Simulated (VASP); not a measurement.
A run of VASP 6.6.1:

INCAR

```
SYSTEM = Mg
PREC     = Accurate       ! precision mode
ENCUT    = 600            ! plane-wave cutoff, eV
EDIFF    = 1E-6           ! SCF threshold, eV
ISMEAR   = -1             ! smearing method
SIGMA    = 0.05           ! smearing width, eV
LREAL    = .False.        ! projectors in reciprocal space
LASPH    = .True.         ! aspherical terms in the spheres
NELM     = 120            ! most SCF steps
ALGO     = Normal         ! electronic algorithm
ISIF     = 2              ! what is computed and relaxed
LWAVE    = .False.        ! write WAVECAR
LCHARG   = .False.        ! write CHGCAR
GGA      = PE             ! functional
NBANDS   = 7              ! bands
GGA_COMPAT= .False.
```

Contents of KPOINTS:

```
Automatic mesh
0
Gamma
  17 17 17
  0 0 0
```

The input POSCAR:

```
Mg
1.0
   -1.5892244679      1.5892244679      1.5892244679
    1.5892244679     -1.5892244679      1.5892244679
    1.5892244679      1.5892244679     -1.5892244679
Mg
1
Direct
    0.0000000000      0.0000000000      0.0000000000
```

Potentials or basis: VASP PAW PBE potentials, release 64 (Mg).

Run with:

```sh
$ cat potpaw_PBE.64/Mg/POTCAR > POTCAR
$ mpirun -np 1 vasp_std > vasp.out
```

Hardware: 1 thread of AMD EPYC 7R43 64-Core Processor (Zen 3), with other jobs on the host.

**Question.** How long does it take, and how much memory?

**Answer.** It took 14 s on 1 thread of AMD EPYC 7R43 64-Core Processor (Zen 3), on a shared host, peak memory 0.12 GiB. Counts: scf iterations 10, k points 165.
